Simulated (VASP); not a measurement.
# GaP (I-4m2) in VASP: notebook, part 2 of 2

VASP 6.6.1.

## (3) Single point, r2SCAN, non-collinear spin, zero start, spin-orbit coupling (uniaxial z strain -4.0%)

POSCAR reads:

```
GaP
1.0
    0.0000000000      2.7253992874      2.6163833159
    2.7253992874      0.0000000000      2.6163833159
    2.7253992874      2.7253992874      0.0000000000
Ga P
1 1
Direct
    0.0000000000      0.0000000000      0.0000000000
    0.2500000000      0.2500000000      0.2500000000
```

INCAR.step1 reads:

```
SYSTEM = GaP
PREC = Accurate
ENCUT = 520
ISMEAR = -1
SIGMA = 0.02
LREAL = .False.
LASPH = .True.
NELM = 150
LNONCOLLINEAR = .True.
MAGMOM = 0 0 0 0 0 0
LSORBIT = .True.
GGA_COMPAT = .False.
NBANDS = 30
GGA = PE
ALGO = Normal
EDIFF = 1E-4
LWAVE = .True.
LCHARG = .False.
```

INCAR.step2 reads:

```
SYSTEM = GaP
PREC = Accurate
ENCUT = 520
EDIFF = 1E-7
ISMEAR = -1
SIGMA = 0.02
LREAL = .False.
LASPH = .True.
NELM = 150
ALGO = Normal
ISIF = 2
LWAVE = .False.
LCHARG = .True.
LNONCOLLINEAR = .True.
MAGMOM = 0 0 0 0 0 0
LORBIT = 11
LSORBIT = .True.
GGA_COMPAT = .False.
LORBMOM = .True.
METAGGA = R2SCAN
LMIXTAU = .True.
LVHAR = .True.
NBANDS = 30
ISTART = 1
```

KPOINTS reads:

```
regular mesh
0
Gamma
  8 8 8
  0 0 0
```

Potentials or basis: VASP PAW PBE potentials, release 64 (Ga_d, P).

Command:

```sh
cat potpaw_PBE.64/Ga_d/POTCAR potpaw_PBE.64/P/POTCAR > POTCAR
cp INCAR.step1 INCAR
mpirun -np 1 vasp_ncl > vasp.out
cp INCAR.step2 INCAR
mpirun -np 1 vasp_ncl > vasp.out
```

OUTCAR:

```text
SYSTEM = GaP
   PREC = Accurate
   ENCUT = 520
   EDIFF = 1E-7
   ISMEAR = -1
   LREAL = .False.
   LASPH = .True.
   NELM = 150
   ISIF = 2
   LNONCOLLINEAR = .True.
   LORBIT = 11
   LSORBIT = .True.
   METAGGA = R2SCAN
   ISTART = 1

 ion  position               nearest neighbor table
   1  0.000  0.000  0.000-   2 2.33   2 2.33   2 2.33   2 2.33
   2  0.250  0.250  0.250-   1 2.33   1 2.33   1 2.33   1 2.33

  LATTYP: Found a body centered tetragonal cell.
 ALAT       =     3.8542966351
 C/A-ratio  =     1.3576450199

  Lattice vectors:

 A1 = (   0.0000000000,  -2.7253992874,  -2.6163833159)
 A2 = (   0.0000000000,   2.7253992874,  -2.6163833159)
 A3 = (   2.7253992874,   0.0000000000,   2.6163833159)

Analysis of symmetry for initial positions (statically):
=====================================================================
[... 1082 lines left out ...]
     0.0000000     0.0000000     0.0000000     0.0000000     0.0000000     0.0000000     0.0000000
     0.0000000     0.0000000     0.0000000     0.0000000     0.0000000     0.0000000     0.0000000
     0.0000000     0.0000000     0.0000000     0.0000000     0.0000000     0.0000000     0.0000000
     0.0000000     0.0000000     0.0000000     0.0000000     0.0000000     0.0000000     0.0000000
     0.0000000     0.0000000     0.0000000     0.0000000     0.0000000     0.0000000     0.0000000

 total charge

# of ion       s       p       d       tot
------------------------------------------
    1        0.836   0.891  10.027  11.754
    2        1.007   1.568   0.000   2.575
--------------------------------------------------
tot          1.843   2.459  10.027  14.329

 magnetization (x)

# of ion       s       p       d       tot
------------------------------------------
    1        0.000   0.000  -0.000   0.000
    2       -0.000   0.000   0.000   0.000
--------------------------------------------------
tot          0.000   0.000  -0.000   0.000

 magnetization (y)

# of ion       s       p       d       tot
------------------------------------------
    1       -0.000   0.000   0.000  -0.000
    2        0.000   0.000   0.000   0.000
--------------------------------------------------
tot          0.000   0.000   0.000   0.000

 magnetization (z)

# of ion       s       p       d       tot
------------------------------------------
    1        0.000   0.000   0.000   0.000
    2       -0.000   0.000   0.000   0.000
--------------------------------------------------
tot         -0.000   0.000   0.000   0.000
```

OUTCAR.step1:

```text
SYSTEM = GaP
   PREC = Accurate
   ENCUT = 520
   ISMEAR = -1
   LREAL = .False.
   LASPH = .True.
[... 1078 lines left out ...]
     0.0000000     0.0000000     0.0000000     0.0000000     0.0000000     0.0000000     0.0000000
     0.0000000     0.0000000     0.0000000     0.0000000     0.0000000     0.0000000     0.0000000
     0.0000000     0.0000000     0.0000000     0.0000000     0.0000000     0.0000000     0.0000000
     0.0000000     0.0000000     0.0000000     0.0000000     0.0000000     0.0000000     0.0000000
     0.0000000     0.0000000     0.0000000     0.0000000     0.0000000     0.0000000     0.0000000
     0.0000000     0.0000000     0.0000000     0.0000000     0.0000000     0.0000000     0.0000000

=======================================================================

 ========================================================
```

OSZICAR.step1:

```text
N       E                     dE             d eps       ncg     rms          rms(c)
DAV:   1     0.131349850408E+03    0.13135E+03   -0.83617E+03  5852   0.180E+03
DAV:   2     0.797127827900E+01   -0.12338E+03   -0.11604E+03  5512   0.452E+02
DAV:   3    -0.875584703902E+01   -0.16727E+02   -0.16482E+02  6252   0.117E+02
DAV:   4    -0.933760372506E+01   -0.58176E+00   -0.58048E+00  6380   0.232E+01
DAV:   5    -0.935094219729E+01   -0.13338E-01   -0.13335E-01  6374   0.334E+00    0.448E+00
DAV:   6    -0.909641296835E+01    0.25453E+00   -0.33931E-01  7858   0.118E+01    0.277E+00
DAV:   7    -0.906837137772E+01    0.28042E-01   -0.16209E-01  6028   0.288E+00    0.122E+00
DAV:   8    -0.906917853868E+01   -0.80716E-03   -0.26000E-02  6642   0.270E+00    0.272E-01
DAV:   9    -0.906904138505E+01    0.13715E-03   -0.29584E-03  7362   0.117E+00    0.141E-01
DAV:  10    -0.906915102159E+01   -0.10964E-03   -0.46230E-04  7706   0.256E-01    0.351E-02
DAV:  11    -0.906921667772E+01   -0.65656E-04   -0.13125E-04  5524   0.186E-01
   1 F= -.90692167E+01 E0= -.90692167E+01  d E =-.931351E-11  mag=     0.0000    -0.0000     0.0000
```

Run time: 12 min. Hardware: 1 thread of Intel Xeon 6975P-C (Granite Rapids), shared host; peak memory 0.38 GiB.

What came out:

* Free energy: -21.4394 eV
* Pressure: 3.8 GPa
* Net moment: 0.00 μB per cell
* Valence electrons inside the program's atomic spheres: Ga 11.75; P 2.58

Moments on the atoms (μB; x, y, z):
```
Ga  0.00 0.00 0.00
P   0.00 0.00 0.00
```

Caveat: the cell differs from its parent crystal (uniaxial z strain -4.0%); the PAW data sets were made with another functional, which shifts forces and pressure a little.
